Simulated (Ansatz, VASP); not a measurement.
Al3N4: VASP beside Ansatz

```
Al N
1.0
     1.51181    0.87284    8.22735
    -1.51181    0.87284    8.22735
     0.00000   -1.74569    8.22735
Al N
3 4
Direct
  0.00000 0.00000 0.00000
  0.56748 0.56748 0.56748
  0.43252 0.43252 0.43252
  0.87235 0.87235 0.87235
  0.12765 0.12765 0.12765
  0.71070 0.71070 0.71070
  0.28930 0.28930 0.28930
```

Alike in both runs: functional PBE; k mesh 6 × 6 × 6; occupations gaussian, width 0.1 eV; no spin polarisation.

Ansatz relaxed the structure, and its values are those at the end. VASP's run is a single point on that final structure, the one shown.

|  | VASP | Ansatz |
| --- | --- | --- |
| version | VASP 6.6.1 | Ansatz 0.2.0 |
| potentials or method | VASP PAW PBE potentials, release 64 (Al, N), cutoff 520 eV | scalar-relativistic, plane waves, PAW |
| valence electrons in the cell | 29 | 29 |

VASP gave:

```
gap on the k mesh at the Fermi level (eV) : none
pressure (GPa)                            : -0.2
rms of the force components (eV/Å)        : 0.005
```

Estimate Ansatz's values.

gap on the k mesh at the Fermi level (eV): none; pressure (GPa): 0.0; rms of the force components (eV/Å): 0.001.

A gap of «none» marks a metal or a gap that the smearing closes.

The k mesh is coarse, so the values compare programs but aren't converged.
